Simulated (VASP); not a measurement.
# Zr in VASP: notebook, part 3 of 3

VASP 6.6.1. Earlier steps stand in the parts before.

### 6 Electric field gradients, PBE (zz strain of +3 %)

INCAR

```
ALGO = Normal ; EDIFF = 1E-8
ENCUT = 520 ; GGA = PE
ISIF = 2 ; ISMEAR = -1
LASPH = T ; LCHARG = F
LEFG = T ; LREAL = F
LWAVE = F ; NBANDS = 12
NELM = 60 ; PREC = Accurate
SIGMA = 0.08
```

KPOINTS

```
k-points
0
Gamma
  14 14 14
```

POSCAR

```
Zr
1.0
   -1.8100000000      1.8100000000      1.8643000000
    1.8100000000     -1.8100000000      1.8643000000
    1.8100000000      1.8100000000     -1.8643000000
Zr
1
Direct
    0.0000000000      0.0000000000      0.0000000000
```

Potentials or basis: VASP PAW PBE potentials, release 64 (Zr_sv).

Started as:

```sh
> cat potpaw_PBE.64/Zr_sv/POTCAR > POTCAR
> mpirun -np 1 vasp_std > vasp.out
```

OUTCAR:

```text
EDIFF = 1E-8
   ENCUT = 520
   GGA = PE
   ISIF = 2
   ISMEAR = -1
   LASPH = T
   LREAL = F
   NELM = 60
   PREC = Accurate

 ion  position               nearest neighbor table
   1  0.000  0.000  0.000-

  LATTYP: Found a body centered tetragonal cell.
 ALAT       =     3.6200000000
 C/A-ratio  =     1.0300000000

  Lattice vectors:

 A1 = (  -1.8100000000,   1.8100000000,   1.8643000000)
 A2 = (   1.8100000000,  -1.8100000000,   1.8643000000)
 A3 = (   1.8100000000,   1.8100000000,  -1.8643000000)

Analysis of symmetry for initial positions (statically):
=====================================================================
 Subroutine PRICEL returns:
 Original cell was already a primitive cell.

 Routine SETGRP: Setting up the symmetry group for a
[... 541 lines left out ...]
  in kB      -53.0563464    -53.0563464    -49.2240817      0.0000000      0.0000000      0.0000000
  external PRESSURE =     -51.7789248 kB  Pullay stress =       0.0000000 kB

 VOLUME and BASIS-vectors are now :
 -----------------------------------------------------------------------------
  energy-cutoff  :      520.00
  volume of cell :       24.43
      direct lattice vectors                 reciprocal lattice vectors
    -1.810000000  1.810000000  1.864300000     0.000000000  0.276243094  0.268197179
     1.810000000 -1.810000000  1.864300000     0.276243094  0.000000000  0.268197179
     1.810000000  1.810000000 -1.864300000     0.276243094  0.276243094  0.000000000

 POSITION                                       TOTAL-FORCE (eV/Angst)
 -----------------------------------------------------------------------------------
      0.00000      0.00000      0.00000         0.000000      0.000000      0.000000
 -----------------------------------------------------------------------------------
    total drift:                                0.000000      0.000000     -0.000000

  FREE ENERGIE OF THE ION-ELECTRON SYSTEM (eV)
  ---------------------------------------------------
  free  energy   TOTEN  =        -8.4298321677 eV

  energy  without entropy=       -8.3860516149  energy(sigma->0) =       -8.40794189

 Electric field gradients (V/A^2)
---------------------------------------------------------------------
 ion       V_xx      V_yy      V_zz      V_xy      V_xz      V_yz
---------------------------------------------------------------------
   1       0.357     0.357    -0.714    -0.000    -0.000    -0.000
---------------------------------------------------------------------

 Electric field gradients after diagonalization (V/A^2)
 (convention: |V_zz| > |V_xx| > |V_yy|)
----------------------------------------------------------------------
 ion       V_xx      V_yy      V_zz     asymmetry (V_yy - V_xx)/ V_zz
----------------------------------------------------------------------
   1       0.357     0.357    -0.714       0.000
----------------------------------------------------------------------

           NMR quadrupolar parameters

 Cq : quadrupolar parameter    Cq=e*Q*V_zz/h
 eta: asymmetry parameters     (V_yy - V_xx)/ V_zz
 Q  : nuclear electric quadrupole moment in mb (millibarn)
----------------------------------------------------------------------
 ion       Cq(MHz)       eta       Q (mb)
----------------------------------------------------------------------
   1      -0.002       0.000       1.000
----------------------------------------------------------------------
```

OSZICAR:

```text
N       E                     dE             d eps       ncg     rms          rms(c)
DAV:   1     0.866841556512E+02    0.86684E+02   -0.68544E+03  5864   0.990E+02
DAV:   2    -0.568333721417E+01   -0.92367E+02   -0.89744E+02  6800   0.267E+02
DAV:   3    -0.872901067128E+01   -0.30457E+01   -0.29993E+01  8848   0.412E+01
DAV:   4    -0.879489812078E+01   -0.65887E-01   -0.65796E-01  6792   0.569E+00
DAV:   5    -0.879632346142E+01   -0.14253E-02   -0.14253E-02  8544   0.615E-01    0.921E+00
DAV:   6    -0.848399399357E+01    0.31233E+00   -0.40398E-01  6340   0.579E+00    0.353E+00
DAV:   7    -0.842717401372E+01    0.56820E-01   -0.19842E-01  7124   0.385E+00    0.671E-01
DAV:   8    -0.842984817958E+01   -0.26742E-02   -0.11862E-02  6976   0.122E+00    0.115E-01
DAV:   9    -0.842984463926E+01    0.35403E-05   -0.48639E-04  7612   0.197E-01    0.236E-02
DAV:  10    -0.842983320286E+01    0.11436E-04   -0.27275E-05  7144   0.534E-02    0.171E-02
DAV:  11    -0.842983213613E+01    0.10667E-05   -0.22762E-06  7348   0.159E-02    0.221E-03
DAV:  12    -0.842983220691E+01   -0.70772E-07   -0.71212E-08  8040   0.224E-03    0.412E-04
DAV:  13    -0.842983217087E+01    0.36033E-07   -0.55237E-09  3888   0.830E-04    0.430E-05
DAV:  14    -0.842983216770E+01    0.31719E-08   -0.84555E-10  3308   0.297E-04
   1 F= -.84298322E+01 E0= -.84079419E+01  d E =-.437806E-01
```

stdout:

```text
POSCAR found type information on POSCAR Zr
 POSCAR found :  1 types and       1 ions
 scaLAPACK will be used
 LDA part: xc-table for (Slater+PW92), standard interpolation
 POSCAR, INCAR and KPOINTS ok, starting setup
 FFT: planning ... GRIDC
 FFT: planning ... GRID_SOFT
 FFT: planning ... GRID
 WAVECAR not read
 entering main loop
ion   1
```

It took 55 s on 1 thread of Intel Xeon 8259CL, shared host; peak memory 0.19 GiB.

What came out:

| Property | Result |
| --- | --- |
| Free energy | -8.4298 eV |
| Pressure | -5.2 GPa |
| Band gap on the k mesh | zero (bands 6 and 7 overlap by 1.59 eV) |
| Largest electric field gradient by atom | Zr -0.7 V/Å² |

Stress tensor (GPa, compression positive):
```
-5.31  0.00  0.00
 0.00 -5.31  0.00
 0.00  0.00 -4.92
```

Levels at points of the mesh, in eV from the Fermi level:
```
           k point  band 4  band 5  band 6  band 7  band 8  band 9
(0.00, 0.00, 0.00)  -26.18   -5.29    1.01    1.01    1.28    3.25
(0.50, 0.00, 0.00)  -26.18   -2.65   -0.49    1.35    3.24    4.02
(0.50, 0.50, 0.00)  -26.20   -2.65   -0.77    1.52    3.63    4.15
(0.50, 0.50, 0.50)  -26.73   -2.37   -2.31    5.27    5.35    5.35
```

Electric field gradients, principal values (V/Å²):
| atom | least | middle | greatest (by size) |
| --- | --- | --- | --- |
| 1 Zr | 0.357 | 0.357 | -0.714 |

Caveat: the cell differs from its parent crystal (zz strain of +3 %); the cell stands under tension; without QUAD_EFG the Cq values of the log hold for a quadrupole moment of 1 mb, not for the nuclei.

### 7 The runs side by side

```tsv
cell	cutoff (eV)	gap on the mesh (eV)	pressure (GPa)
a = 3.186 Å, angles 109.5°, 1 atom	400	none	-6.7
a = 3.196 Å, angles 109.5°, 1 atom	400	none	-7.3
a = 3.114 Å, angles 109.7, 109.7, 108.9°, 1 atom	520	none	-1.4
a = 3.145 Å, angles 109.7, 109.7, 108.9°, 1 atom	520	none	-3.8
a = 3.167 Å, angles 110.3, 110.3, 107.9°, 1 atom	520	none	-5.2
```

Alike in all rows: task electric field gradients; level PBE; potentials or basis VASP PAW PBE potentials, release 64 (Zr_sv); no spin polarisation; k mesh 14 × 14 × 14; smearing fermi-dirac 0.08 eV.

Caveats: the cell stands under tension (at least some runs).

Total energies depend on the potentials used, so only differences within one code and one set of settings carry meaning.
